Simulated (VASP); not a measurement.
# TiW2C3 (P-3m1) in VASP: a series of runs

TiW2C3 is run at these levels: PBE; tasks: single point, relaxation of cell and atoms.

Everything below comes from runs of VASP 6.6.1. Logs are shortened: lines on timing, memory, paths and dates and some standing lists are left out, and cuts for length are marked.

### Step 1. The cell of the first run

It takes space group P-3m1 (No. 164, trigonal). The conventional cell has a = 3.054 Å, b = 3.054 Å, c = 7.688 Å, α = 90.00°, β = 90.00°, γ = 120.00°. Within 2.9 Å of Ti (site symmetry -3m) lie 6 C at 2.17 Å. Within 2.9 Å of W (site symmetry 3m) lie 6 C at 2.16 to 2.21 Å. Within 2.9 Å of C (site symmetry 3m) lie 3 W at 2.16 Å and 3 Ti at 2.17 Å. Within 2.9 Å of C (site symmetry -3m) lie 6 W at 2.21 Å.

### Step 2. Single point, PBE

Contents of INCAR:

```
  PREC = Accurate
  ENCUT = 520
  EDIFF = 1E-6
  ISMEAR = 0
  SIGMA = 0.1
  LREAL = F
  LASPH = T
  NELM = 80
  ALGO = Normal
  ISIF = 2
  LWAVE = F
  LCHARG = F
  GGA = PE
  NBANDS = 35
```

Contents of KPOINTS:

```
Automatic mesh
0
Gamma
  6 6 2
```

Contents of POSCAR:

```
TiW2C3
1.0
    3.0542544733      0.0000000026      0.0000000000
   -1.5271272389      2.6450619623      0.0000000000
    0.0000000000      0.0000000000      7.6875090895
Ti W C
1 2 3
Direct
    0.0000000000      0.0000000000      0.5000000000
    0.6666666667      0.3333333333      0.8272247818
    0.3333333333      0.6666666667      0.1727752182
    0.3333333333      0.6666666667      0.6640410718
    0.6666666667      0.3333333333      0.3359589282
    0.0000000000      0.0000000000      0.0000000000
```

Potentials or basis: VASP PAW PBE potentials, release 64 (Ti_sv, W_sv, C).

Launch:

```bash
cat potpaw_PBE.64/Ti_sv/POTCAR potpaw_PBE.64/W_sv/POTCAR potpaw_PBE.64/C/POTCAR > POTCAR
mpirun -np 1 vasp_std > vasp.out
```

OUTCAR:

```text
PREC = Accurate
   ENCUT = 520
   EDIFF = 1E-6
   ISMEAR = 0
   LREAL = F
   LASPH = T
   NELM = 80
   ISIF = 2
   GGA = PE

 ion  position               nearest neighbor table
   1  0.000  0.000  0.500-   4 2.17   5 2.17   5 2.17   4 2.17   5 2.17   4 2.17   2 3.07   3 3.07
                             3 3.07   2 3.07   2 3.07   3 3.07
   2  0.667  0.333  0.827-   4 2.16   4 2.16   4 2.16   6 2.21   6 2.21   6 2.21   1 3.07   1 3.07
                             1 3.07   3 3.19   3 3.19   3 3.19
   3  0.333  0.667  0.173-   5 2.16   5 2.16   5 2.16   6 2.21   6 2.21   6 2.21   1 3.07   1 3.07
                             1 3.07   2 3.19   2 3.19   2 3.19
   4  0.333  0.667  0.664-   2 2.16   2 2.16   2 2.16   1 2.17   1 2.17   1 2.17
   5  0.667  0.333  0.336-   3 2.16   3 2.16   3 2.16   1 2.17   1 2.17   1 2.17
   6  0.000  0.000  0.000-   2 2.21   3 2.21   2 2.21   3 2.21   2 2.21   3 2.21

  LATTYP: Found a hexagonal cell.
 ALAT       =     3.0542544733
 C/A-ratio  =     2.5169838194

  Lattice vectors:

 A1 = (   3.0542544733,   0.0000000026,   0.0000000000)
 A2 = (  -1.5271272389,   2.6450619623,   0.0000000000)
 A3 = (   0.0000000000,   0.0000000000,   7.6875090895)

Analysis of symmetry for initial positions (statically):
=====================================================================
 Subroutine PRICEL returns:
 Original cell was already a primitive cell.

 Routine SETGRP: Setting up the symmetry group for a
 hexagonal supercell.

 Subroutine GETGRP returns: Found 12 space group operations
 (whereof 12 operations were pure point group operations)
 out of a pool of 24 trial point group operations.

The static configuration has the point symmetry D_3d.

Analysis of symmetry for dynamics (positions and initial velocities):
=====================================================================
 Subroutine PRICEL returns:
 Original cell was already a primitive cell.

 Routine SETGRP: Setting up the symmetry group for a
 hexagonal supercell.

 Subroutine GETGRP returns: Found 12 space group operations
 (whereof 12 operations were pure point group operations)
 out of a pool of 24 trial point group operations.

The dynamic configuration has the point symmetry D_3d.

 Subroutine INISYM returns: Found 12 space group operations
 (whereof 12 operations are pure point group operations),
 and found     1 'primitive' translations

----------------------------------------------------------------------------------------

                                     Primitive cell

  volume of cell :      62.1050

  direct lattice vectors                    reciprocal lattice vectors
     3.054254473  0.000000003  0.000000000     0.327412142  0.189031489  0.000000000
    -1.527127239  2.645061962  0.000000000    -0.000000000  0.378062977  0.000000000
     0.000000000  0.000000000  7.687509089     0.000000000  0.000000000  0.130081147

  length of vectors
     3.054254473  3.054254473  7.687509089     0.378062977  0.378062977  0.130081147

  position of ions in fractional coordinates (direct lattice)
     0.000000000  0.000000000  0.500000000
     0.666666667  0.333333333  0.827224782
     0.333333333  0.666666667  0.172775218
     0.333333333  0.666666667  0.664041072
     0.666666667  0.333333333  0.335958928
     0.000000000  0.000000000  0.000000000

  ion indices of the primitive-cell ions
   primitive index   ion index
                 1           1
                 2           2
                 3           3
                 4           4
                 5           5
                 6           6

----------------------------------------------------------------------------------------

 KPOINTS: Automatic mesh

Automatic generation of k-mesh.
 Grid dimensions read from file:
 generate k-points for:    6    6    2

 Generating k-lattice:

  Cartesian coordinates                     Fractional coordinates (reciprocal lattice)
     0.054568690  0.031505248  0.000000000     0.166666667  0.000000000  0.000000000
    -0.000000000  0.063010496  0.000000000    -0.000000000  0.166666667  0.000000000
     0.000000000  0.000000000  0.065040574     0.000000000  0.000000000  0.500000000

  Length of vectors
     0.063010496  0.063010496  0.065040574

  Shift w.r.t. Gamma in fractional coordinates (k-lattice)
     0.000000000  0.000000000  0.000000000

 Subroutine IBZKPT returns following result:
 ===========================================

 Found     14 irreducible k-points:

 Following reciprocal coordinates:
            Coordinates               Weight
  0.000000  0.000000  0.000000      1.000000
  0.166667  0.000000  0.000000      6.000000
  0.333333 -0.000000  0.000000      6.000000
  0.500000  0.000000  0.000000      3.000000
  0.166667  0.166667  0.000000      6.000000
  0.333333  0.166667  0.000000     12.000000
  0.333333  0.333333  0.000000      2.000000
  0.000000  0.000000  0.500000      1.000000
  0.166667  0.000000  0.500000      6.000000
  0.333333 -0.000000  0.500000      6.000000
  0.500000  0.000000  0.500000      3.000000
  0.166667  0.166667  0.500000      6.000000
  0.333333  0.166667  0.500000     12.000000
  0.333333  0.333333  0.500000      2.000000
   k-points           NKPTS =     14   k-points in BZ     NKDIM =     14   number of bands    NBANDS=     35
   number of dos      NEDOS =    301   number of ions     NIONS =      6
   total plane-waves  NPLWV =  34560
   dimension x,y,z NGX =    24 NGY =   24 NGZ =   60
   dimension x,y,z NGXF=    48 NGYF=   48 NGZF=  120
   ions per type =               1   2   3
   NGX,Y,Z   is equivalent  to a cutoff of  13.06, 13.06, 12.98 a.u.
   NGXF,Y,Z  is equivalent  to a cutoff of  26.13, 26.13, 25.95 a.u.
 SYSTEM =  unknown system
   PREC   = accura    normal or accurate (medium, high low for compatibility)
   ISTART =      0    job   : 0-new  1-cont  2-samecut
   ICHARG =      2    charge: 1-file 2-atom 10-const
   ISPIN  =      1    spin polarized calculation?
   LNONCOLLINEAR =      F non collinear calculations
   LSORBIT =      F    spin-orbit coupling
   LASPH  =      T    aspherical Exc in radial PAW
   ENCUT  =  520.0 eV  38.22 Ry    6.18 a.u.   5.68  5.68 14.29*2*pi/ulx,y,z
   NELM   =     80;   NELMIN=  2; NELMDL= -5     # of ELM steps
   EDIFF  = 0.1E-05   stopping-criterion for ELM
   LREAL  =      F    real-space projection
   EDIFFG = 0.1E-04   stopping-criterion for IOM
   NSW    =      0    number of steps for IOM
   IBRION =     -1    ionic relax: 0-MD 1-quasi-New 2-CG
   NFREE  =      0    steps in history (QN), initial steepest desc. (CG)
   ISIF   =      2    stress and relaxation
   ISYM   =      2    0-nonsym 1-usesym 2-fastsym
   POTIM  = 0.5000    time-step for ionic-motion
   TEBEG  =    0.0;   TEEND  =   0.0 temperature during run
   PSTRESS=    0.0 pullay stress
   NELECT =      52.0000    total number of electrons
   NUPDOWN=      -1.0000    fix difference up-down
   EMIN   =  10.00;   EMAX   =-10.00  energy-range for DOS
   EFERMI =   0.00;   METHOD = LEGACY
   ISMEAR =     0;   SIGMA  =   0.10  broadening in eV -4-tet -1-fermi 0-gaus
   EFERMI_NEDOS =   21; number of points for ismear=-14 and -15
   IALGO  =     38    algorithm
   IMIX   =      4    mixing-type and parameters
     AMIX     =   0.40;   BMIX     =  1.00
     AMIX_MAG =   1.60;   BMIX_MAG =  1.00
  volume/ion in A,a.u.               =      10.35        69.85
  Fermi-wavevector in a.u.,A,eV,Ry     =   1.543004  2.915855 32.393584  2.380861
  Thomas-Fermi vector in A             =   2.648728
   LORBIT       =      0    0 simple, 1 ext, 2 COOP (PROOUT), +10 PAW based schemes
   GGA     = PE    functional components
   LHFCALC =     F    Hartree Fock is set to
   AEXX    =    0.0000 exact exchange contribution
   IVDW    =     0    specifies the selected vdW correction
   LEPSILON=     F    determine dielectric tensor
   LRPA    =     F    only Hartree local field effects (RPA)
 non-spin polarized calculation
 Gauss-broadening in eV      SIGMA  =   0.10
  energy-cutoff  :      520.00
  volume of cell :       62.11
 maximum number of plane-waves:      1697
 NGX is ok and might be reduce to    24
   NGX = 11   NGY = 11   NGZ = 29

 number of electron      51.9999999 magnetization

 Free energy of the ion-electron system (eV)
  ---------------------------------------------------
  ext. energy  EPLUGINS =         0.00000000
  ---------------------------------------------------
  free energy    TOTEN  =       -62.41736622 eV

  energy without entropy =      -62.38971396  energy(sigma->0) =      -62.40354009

 E-fermi :  11.7575     XC(G=0): -13.4198

 val. band max:       11.7465699404   @ k =   0.3333   0.1667   0.0000
 cond. band min:      11.7711535283   @ k =   0.3333   0.1667   0.5000
 fundamental gap:      0.0245835879
 Fermi energy:        11.7574526328

 k-point     1 :       0.0000    0.0000    0.0000
  band No.  band energies     occupation
      1     -63.5825      2.00000
      2     -63.5700      2.00000
      3     -45.7502      2.00000
      4     -27.9346      2.00000
      5     -27.7025      2.00000
      6     -27.6275      2.00000
[... 27 lines left out ...]
     34      13.2325      0.00000
     35      13.3359      0.00000

 k-point     2 :       0.1667    0.0000    0.0000
  band No.  band energies     occupation
      1     -63.5742      2.00000
      2     -63.5631      2.00000
      3     -45.7377      2.00000
      4     -27.9044      2.00000
      5     -27.7734      2.00000
      6     -27.7320      2.00000
[... 27 lines left out ...]
     34      14.0953      0.00000
     35      15.0746      0.00000

 k-point     3 :       0.3333   -0.0000    0.0000
  band No.  band energies     occupation
      1     -63.5572      2.00000
      2     -63.5499      2.00000
      3     -45.7125      2.00000
      4     -28.0301      2.00000
      5     -27.9971      2.00000
      6     -27.8062      2.00000
[... 27 lines left out ...]
     34      14.6614      0.00000
     35      16.3961      0.00000
[... 343 lines left out ...]
 k-point    13 :       0.3333    0.1667    0.5000
  band No.  band energies     occupation
      1     -63.5481      2.00000
      2     -63.5439      2.00000
      3     -45.6999      2.00000
      4     -28.0881      2.00000
      5     -28.0542      2.00000
      6     -27.8308      2.00000
[... 27 lines left out ...]
     34      15.0664      0.00000
     35      15.7994      0.00000

 k-point    14 :       0.3333    0.3333    0.5000
  band No.  band energies     occupation
      1     -63.5422      2.00000
      2     -63.5422      2.00000
      3     -45.6936      2.00000
      4     -28.0067      2.00000
      5     -27.9894      2.00000
      6     -27.9894      2.00000
[... 27 lines left out ...]
     34      16.5078      0.00000
     35      16.5078      0.00000

------------------------ aborting loop because EDIFF is reached ----------------------------------------

  FORCE on cell =-STRESS in cart. coord.  units (eV):
  Direction    XX          YY          ZZ          XY          YZ          ZX
  --------------------------------------------------------------------------------------
  -------------------------------------------------------------------------------------
  Total        0.2684238      0.2684238      0.2438223      0.0000000      0.0000000      0.0000000
  in kB        6.9247622      6.9247622      6.2900973      0.0000000      0.0000000      0.0000000
  external PRESSURE =       6.7132072 kB  Pullay stress =       0.0000000 kB

 VOLUME and BASIS-vectors are now :
 -----------------------------------------------------------------------------
  energy-cutoff  :      520.00
  volume of cell :       62.11
      direct lattice vectors                 reciprocal lattice vectors
     3.054254473  0.000000003  0.000000000     0.327412142  0.189031489  0.000000000
    -1.527127239  2.645061962  0.000000000    -0.000000000  0.378062977  0.000000000
     0.000000000  0.000000000  7.687509089     0.000000000  0.000000000  0.130081147

 POSITION                                       TOTAL-FORCE (eV/Angst)
 -----------------------------------------------------------------------------------
      0.00000      0.00000      3.84375        -0.000000     -0.000000      0.000000
      1.52713      0.88169      6.35930         0.000000      0.000000     -0.013655
     -0.00000      1.76337      1.32821        -0.000000     -0.000000      0.013655
     -0.00000      1.76337      5.10482         0.000000     -0.000000     -0.008695
      1.52713      0.88169      2.58269        -0.000000     -0.000000      0.008695
      0.00000      0.00000      0.00000        -0.000000     -0.000000      0.000000
 -----------------------------------------------------------------------------------
    total drift:                               -0.000000     -0.000000     -0.000000

  FREE ENERGIE OF THE ION-ELECTRON SYSTEM (eV)
  ---------------------------------------------------
  free  energy   TOTEN  =       -62.4173662158 eV

  energy  without entropy=      -62.3897139626  energy(sigma->0) =      -62.40354009
```

It took 24 s on 1 thread of AMD EPYC 9R45 (Zen 5), shared host; peak memory 0.16 GiB.

Results:

```yaml
Free_energy: -62.4174 eV
Pressure: 0.7 GPa
Largest_force: 0.014 eV/Å
Band_gap_on_the_k_mesh: zero (bands 26 and 27 overlap by 1.37 eV)
```

Forces in eV/Å, atoms in the order of the input:
```
Ti   0.000  0.000  0.000
W    0.000  0.000 -0.014
W    0.000  0.000  0.014
C    0.000  0.000 -0.009
C    0.000  0.000  0.009
C    0.000  0.000  0.000
```

Caveat: the k points lie up to 0.41 Å⁻¹ apart, too coarse for converged energies and pressures of a metal; spin-orbit coupling is left out, which moves the levels of the heavy elements.

[end of part 1 of 2]

The gap in the log of VASP goes by the Fermi energy; the results here count the filled bands.